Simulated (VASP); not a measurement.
# Ta2C (P-3m1) in VASP: further runs

Runs on Ta2C. Level: PBEsol. Tasks: single point, relaxation of cell and atoms.

Program: VASP 6.6.1. These are calculated values, not measurements. Logs are shortened: lines on timing, memory, paths and dates and some standing lists are left out, and cuts for length are marked.

## Step 1: The cell of the first run

The structure is trigonal, space group P-3m1 (No. 164). Conventional cell: a = 3.082 Å, b = 3.082 Å, c = 5.020 Å, α = 90.00°, β = 90.00°, γ = 120.00°. Within 2.9 Å of Ta (site symmetry 3m) lie 3 C at 2.18 Å. C (site symmetry -3m) has 6 Ta at 2.18 Å within 2.9 Å.

## Step 2: Single point, PBEsol (uniaxial strain along c: +2.0 %, then relaxed in part)

The input, INCAR:

```
ALGO = Normal
EDIFF = 1E-6
ENCUT = 520
GGA = PS
ISIF = 2
ISMEAR = 0
LASPH = T
LCHARG = T
LELF = T
LREAL = F
LVHAR = T
LWAVE = F
NBANDS = 20
NELM = 80
PREC = Accurate
SIGMA = 0.1
```

The input, KPOINTS:

```
k-points
0
Gamma
  18 18 10
```

The input, POSCAR:

```
Ta2C
1.0
    3.0818479207      0.0000000000      0.0000000000
   -1.5409239603      2.6689585899      0.0000000000
    0.0000000000      0.0000000000      5.0195019011
Ta C
2 1
Direct
    0.3333333332      0.6666666668      0.2517255401
    0.6666666668      0.3333333332      0.7482744599
    0.0000000000      0.0000000000      0.0000000000
```

Potentials or basis: VASP PAW PBE potentials, release 64 (Ta_pv, C).

Command:

```
> cat potpaw_PBE.64/Ta_pv/POTCAR potpaw_PBE.64/C/POTCAR > POTCAR
> mpirun -np 1 vasp_std > vasp.out
```

OUTCAR:

```text
EDIFF = 1E-6
   ENCUT = 520
   GGA = PS
   ISIF = 2
   ISMEAR = 0
   LASPH = T
   LREAL = F
   NELM = 80
   PREC = Accurate

 ion  position               nearest neighbor table
   1  0.333  0.667  0.252-   3 2.18   3 2.18   3 2.18   2 3.06   2 3.06   2 3.06   2 3.09   2 3.09
                             2 3.09
   2  0.667  0.333  0.748-   3 2.18   3 2.18   3 2.18   1 3.06   1 3.06   1 3.06   1 3.09   1 3.09
                             1 3.09
   3  0.000  0.000  0.000-   1 2.18   2 2.18   1 2.18   2 2.18   2 2.18   1 2.18

  LATTYP: Found a hexagonal cell.
 ALAT       =     3.0818479207
 C/A-ratio  =     1.6287312127

  Lattice vectors:

 A1 = (   3.0818479207,   0.0000000000,   0.0000000000)
 A2 = (  -1.5409239603,   2.6689585899,   0.0000000000)
 A3 = (   0.0000000000,   0.0000000000,   5.0195019011)

Analysis of symmetry for initial positions (statically):
=====================================================================
 Subroutine PRICEL returns:
 Original cell was already a primitive cell.

 Routine SETGRP: Setting up the symmetry group for a
 hexagonal supercell.

 Subroutine GETGRP returns: Found 12 space group operations
 (whereof 12 operations were pure point group operations)
 out of a pool of 24 trial point group operations.

The static configuration has the point symmetry D_3d.

Analysis of symmetry for dynamics (positions and initial velocities):
=====================================================================
 Subroutine PRICEL returns:
 Original cell was already a primitive cell.

 Routine SETGRP: Setting up the symmetry group for a
 hexagonal supercell.

 Subroutine GETGRP returns: Found 12 space group operations
 (whereof 12 operations were pure point group operations)
 out of a pool of 24 trial point group operations.

The dynamic configuration has the point symmetry D_3d.

 Subroutine INISYM returns: Found 12 space group operations
 (whereof 12 operations are pure point group operations),
 and found     1 'primitive' translations

----------------------------------------------------------------------------------------

                                     Primitive cell

  volume of cell :      41.2870
[... 84 lines left out ...]
   ICHARG =      2    charge: 1-file 2-atom 10-const
   ISPIN  =      1    spin polarized calculation?
   LNONCOLLINEAR =      F non collinear calculations
   LSORBIT =      F    spin-orbit coupling
   LASPH  =      T    aspherical Exc in radial PAW
   ENCUT  =  520.0 eV  38.22 Ry    6.18 a.u.   5.73  5.73  9.33*2*pi/ulx,y,z
   NELM   =     80;   NELMIN=  2; NELMDL= -5     # of ELM steps
   EDIFF  = 0.1E-05   stopping-criterion for ELM
   LREAL  =      F    real-space projection
   EDIFFG = 0.1E-04   stopping-criterion for IOM
   NSW    =      0    number of steps for IOM
   IBRION =     -1    ionic relax: 0-MD 1-quasi-New 2-CG
   NFREE  =      0    steps in history (QN), initial steepest desc. (CG)
   ISIF   =      2    stress and relaxation
   ISYM   =      2    0-nonsym 1-usesym 2-fastsym
   POTIM  = 0.5000    time-step for ionic-motion
   TEBEG  =    0.0;   TEEND  =   0.0 temperature during run
   PSTRESS=    0.0 pullay stress
   NELECT =      26.0000    total number of electrons
   NUPDOWN=      -1.0000    fix difference up-down
   EMIN   =  10.00;   EMAX   =-10.00  energy-range for DOS
   EFERMI =   0.00;   METHOD = LEGACY
   ISMEAR =     0;   SIGMA  =   0.10  broadening in eV -4-tet -1-fermi 0-gaus
   EFERMI_NEDOS =   21; number of points for ismear=-14 and -15
   IALGO  =     38    algorithm
   IMIX   =      4    mixing-type and parameters
     AMIX     =   0.40;   BMIX     =  1.00
     AMIX_MAG =   1.60;   BMIX_MAG =  1.00
  volume/ion in A,a.u.               =      13.76        92.87
  Fermi-wavevector in a.u.,A,eV,Ry     =   1.403227  2.651715 26.790513  1.969047
  Thomas-Fermi vector in A             =   2.525910
   LORBIT       =      0    0 simple, 1 ext, 2 COOP (PROOUT), +10 PAW based schemes
   GGA     = PS    functional components
   LHFCALC =     F    Hartree Fock is set to
   AEXX    =    0.0000 exact exchange contribution
   IVDW    =     0    specifies the selected vdW correction
   LEPSILON=     F    determine dielectric tensor
   LRPA    =     F    only Hartree local field effects (RPA)
 non-spin polarized calculation
 Gauss-broadening in eV      SIGMA  =   0.10
  energy-cutoff  :      520.00
  volume of cell :       41.29
 maximum number of plane-waves:      1128
 NGX is ok and might be reduce to    24
   NGX = 11   NGY = 11   NGZ = 19

 number of electron      26.0000003 magnetization

 Free energy of the ion-electron system (eV)
  ---------------------------------------------------
  ext. energy  EPLUGINS =         0.00000000
  ---------------------------------------------------
  free energy    TOTEN  =       -36.68393507 eV

  energy without entropy =      -36.68037139  energy(sigma->0) =      -36.68215323

 E-fermi :   6.4136     XC(G=0): -12.8838

 val. band max:        6.4006906799   @ k =  -0.1111   0.2778   0.2000
 cond. band min:       6.4231270148   @ k =   0.0000   0.0556   0.3000
 fundamental gap:      0.0224363349
 Fermi energy:         6.4136363620

 k-point     1 :       0.0000    0.0000    0.0000
  band No.  band energies     occupation
      1     -28.3839      2.00000
      2     -27.6881      2.00000
      3     -27.6881      2.00000
      4     -27.5897      2.00000
      5     -27.5897      2.00000
      6     -27.5459      2.00000
[... 541 lines left out ...]
     19      12.2004      0.00000
     20      12.4844      0.00000

 [... further k-points ...]

------------------------ aborting loop because EDIFF is reached ----------------------------------------

  FORCE on cell =-STRESS in cart. coord.  units (eV):
  Direction    XX          YY          ZZ          XY          YZ          ZX
  --------------------------------------------------------------------------------------
  -------------------------------------------------------------------------------------
  Total        0.1255589      0.1255589     -2.0938426      0.0000000      0.0000000      0.0000000
  in kB        4.8724165      4.8724165    -81.2532891      0.0000000      0.0000000      0.0000000
  external PRESSURE =     -23.8361520 kB  Pullay stress =       0.0000000 kB

 VOLUME and BASIS-vectors are now :
 -----------------------------------------------------------------------------
  energy-cutoff  :      520.00
  volume of cell :       41.29
      direct lattice vectors                 reciprocal lattice vectors
     3.081847921  0.000000000  0.000000000     0.324480645  0.187338988  0.000000000
    -1.540923960  2.668958590  0.000000000     0.000000000  0.374677975  0.000000000
     0.000000000  0.000000000  5.019501901     0.000000000  0.000000000  0.199222955

 POSITION                                       TOTAL-FORCE (eV/Angst)
 -----------------------------------------------------------------------------------
     -0.00000      1.77931      1.26354         0.000000     -0.000000      0.043707
      1.54092      0.88965      3.75597         0.000000      0.000000     -0.043707
      0.00000      0.00000      0.00000        -0.000000      0.000000      0.000000
 -----------------------------------------------------------------------------------
    total drift:                                0.000000     -0.000000      0.000000

  FREE ENERGIE OF THE ION-ELECTRON SYSTEM (eV)
  ---------------------------------------------------
  free  energy   TOTEN  =       -36.6839350689 eV

  energy  without entropy=      -36.6803713929  energy(sigma->0) =      -36.68215323
```

Run time: 2.5 min. Hardware: 1 thread of Intel Xeon Platinum 8259CL at 2.50GHz (Skylake/Cascade Lake), shared host; peak memory 0.35 GiB.

What came out:

```yaml
Free_energy: -36.6839 eV
Pressure: -2.4 GPa
Largest_force: 0.044 eV/Å
Band_gap_on_the_k_mesh: zero (bands 13 and 14 overlap by 0.69 eV)
```

Forces on the atoms (eV/Å):
```
Ta   0.000  0.000  0.044
Ta   0.000  0.000 -0.044
C    0.000  0.000  0.000
```

Stress tensor (GPa, compression positive):
```
 0.49  0.00  0.00
 0.00  0.49  0.00
 0.00  0.00 -8.13
```

Caveat: the cell differs from its parent crystal (uniaxial strain along c: +2.0 %, then relaxed in part); the stress differs along the axes, from -8 to 0 GPa; the PAW data sets were made with another functional, which shifts forces and pressure a little; spin-orbit coupling is left out, which moves the levels of the heavy elements.

(Continued in part 2 of 3.)

The gap in the log of VASP goes by the Fermi energy; the results here count the filled bands.